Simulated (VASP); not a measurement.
A run of VASP 6.6.1 is set up as follows.

Contents of INCAR:

```
ALGO = Fast
EDIFF = 1E-7
ENCUT = 520
GGA = PS
ISIF = 2
ISMEAR = 0
LASPH = True
LCHARG = True
LELF = True
LREAL = False
LVHAR = True
LWAVE = False
NBANDS = 18
NELM = 80
PREC = Accurate
SIGMA = 0.15
```

Contents of KPOINTS:

```
k-points
0
Gamma
  24 24 12
```

The input POSCAR:

```
Au
1.0
    2.7935603680      0.0000000000      0.0000000000
   -1.3967801840      2.4192942457      0.0000000000
    0.0000000000      0.0000000000      4.7905780137
Au
2
Direct
    0.3333333333      0.6666666667      0.7500000000
    0.6666666667      0.3333333333      0.2500000000
```

Potentials or basis: VASP PAW PBE potentials, release 64 (Au).

The run is started by

```bash
$ cat potpaw_PBE.64/Au/POTCAR > POTCAR
$ mpirun -np 1 vasp_std > vasp.out
```

Question: What does it give for the band gap on the k mesh?

Answer: Zero (bands 11 and 12 overlap by 7.34 eV).

Question: What does it give for the pressure?

Answer: 10.0 GPa.

Stress tensor (GPa, compression positive):
```
11.21  0.00  0.00
 0.00 11.21  0.00
 0.00  0.00  7.69
```

Caveat: the cell differs from its parent crystal (strain -0.025 along x and y, +0.000 along z); the cell stands under pressure; the PAW data sets were made with another functional, which shifts forces and pressure a little; spin-orbit coupling is left out, which moves the levels of the heavy elements.
